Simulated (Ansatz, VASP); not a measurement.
**Two plane-wave programs on LiBr**

```xyz
2
Lattice="0.0000 2.7396 2.7396 2.7396 0.0000 2.7396 2.7396 2.7396 0.0000" Properties=species:S:1:pos:R:3 pbc="T T T"
Li    0.0000    0.0000    0.0000
Br    2.7396    2.7396    2.7396
```

Alike in both runs: task single point; functional PBE-based screened hybrid with a share of 0.05 of exact exchange and HFSCREEN = 0.5; k mesh 4 × 4 × 4; no spin polarisation.

|  | VASP | Ansatz |
| --- | --- | --- |
| version | VASP 6.6.1 | Ansatz 0.2.0 |
| potentials or method | VASP PAW PBE potentials, release 64 (Li_sv, Br) | plane waves |
| plane-wave cutoff (eV) | 650 | 420 |
| occupations | gaussian, width 0.01 eV | fixed |
| valence electrons in the cell | 10 | 10 |

|  | VASP | Ansatz | Ansatz less VASP |
| --- | --- | --- | --- |
| gap on the k mesh at the Fermi level (eV) | 5.12 | 5.12 | -0.007 |
| pressure (GPa) | 0.4 | 0.5 | +0.09 |

VASP's potentials were made for PBE, not for PBE-based screened hybrid. Ansatz's warnings: stress exchange threshold loose, stress scf threshold loose.

The k mesh is coarse, so the values compare programs but aren't converged.
